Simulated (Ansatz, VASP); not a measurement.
## Si in VASP and in Ansatz

INCAR

```
SYSTEM = Si
PREC     = Accurate       ! precision mode
ENCUT    = 520            ! plane-wave cutoff, eV
EDIFF    = 1E-8           ! SCF threshold, eV
ISMEAR   = -1             ! smearing method
SIGMA    = 0.08           ! smearing width, eV
LREAL    = .FALSE.        ! projectors in reciprocal space
LASPH    = .TRUE.         ! aspherical terms in the spheres
NELM     = 100            ! most SCF steps
ALGO     = Normal         ! electronic algorithm
ISIF     = 2              ! what is computed and relaxed
LWAVE    = .FALSE.        ! write WAVECAR
LCHARG   = .FALSE.        ! write CHGCAR
GGA      = PE             ! functional
LEFG     = .TRUE.       
NBANDS   = 11             ! bands
```

The input KPOINTS:

```
Automatic mesh
0
G
  12 12 12
  0 0 0
```

The input POSCAR:

```
Si
1.0
    0.0000000000      2.7154700000      2.7154700000
    2.7154700000      0.0000000000      2.7154700000
    2.7154700000      2.7154700000      0.0000000000
Si
2
Direct
    0.5000000000      0.5000000000      0.5000000000
    0.7500000000      0.7500000000      0.7500000000
```

Input for Ansatz:

```yaml
crystal:
  lattice:
    - [0.0, 2.71547, 2.71547]
    - [2.71547, 0.0, 2.71547]
    - [2.71547, 2.71547, 0.0]
  atoms:
    - { symbol: Si, position: [0.5, 0.5, 0.5] }
    - { symbol: Si, position: [0.75, 0.75, 0.75] }
kpoints:
  mp_grid: { grid: [12, 12, 12] }
  band_path:
    path:
      - [0.0, 0.0, 0.0]
      - [0.5, 0.0, 0.5]
      - [0.625, 0.25, 0.625]
      - [0.375, 0.375, 0.75]
      - [0.0, 0.0, 0.0]
      - [0.5, 0.5, 0.5]
      - [0.5, 0.25, 0.75]
      - [0.5, 0.0, 0.5]
    npoints: 8
scf:
  occupations: { method: fermi_dirac, width: 0.08 }
hamiltonian:
  xc: pbe
  pseudopotentials: { kind: paw }
output:
  forces: true
  stress: true
  eigenvalues: true
  efg: { contact_densities: true }
  populations: true
  bader: true
  dos: { projected: true, de: 0.2, e_range: [-14, 8] }
```

Alike in both runs: task electric field gradients; functional PBE; k mesh 12 × 12 × 12; occupations fermi-dirac, width 0.08 eV; no spin polarisation.

|  | VASP | Ansatz |
| --- | --- | --- |
| version | VASP 6.6.1 | Ansatz 0.2.0 |
| potentials or method | VASP PAW PBE potentials, release 64 (Si) | PAW with Ansatz's default frozen-core files, scalar-relativistic |
| plane-wave cutoff (eV) | 520 | 420 |
| valence electrons in the cell | 8 | 8 |

|  | VASP | Ansatz | Ansatz less VASP |
| --- | --- | --- | --- |
| pressure (GPa) | 1.9 | 2.0 | +0.08 |

With one functional, cell and mesh, what is left measures potentials, basis and numerics.
